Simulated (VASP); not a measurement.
A run of VASP 6.6.1 is set up as follows.

The input INCAR:

```
PREC = Accurate
ENCUT = 520
EDIFF = 1E-6
ISMEAR = -1
SIGMA = 0.05
LREAL = F
LASPH = T
NELM = 60
ALGO = Normal
ISIF = 2
LWAVE = F
LCHARG = F
NBANDS = 16
```

The input KPOINTS:

```
Automatic mesh
0
Gamma
  9 9 9
```

The input POSCAR:

```
CuI
1.0
    0.0000000000      2.9314758709      2.9314758709
    2.9314758709      0.0000000000      2.9314758709
    2.9314758709      2.9314758709      0.0000000000
Cu I
1 1
Direct
    0.2500000000      0.2500000000      0.2500000000
    0.0000000000      0.0000000000      0.0000000000
```

Potentials or basis: VASP PAW LDA potentials, release 64 (Cu, I).

Run with:

```bash
$ cat potpaw_LDA.64/Cu/POTCAR potpaw_LDA.64/I/POTCAR > POTCAR
$ mpirun -np 1 vasp_std > vasp.out
```

**Question.** Predict the pressure.

**Answer.** 0.2 GPa.

**Question.** Estimate the band gap on the k mesh.

**Answer.** 1.28 eV.

Caveat: spin-orbit coupling is left out, which moves the levels of the heavy elements.
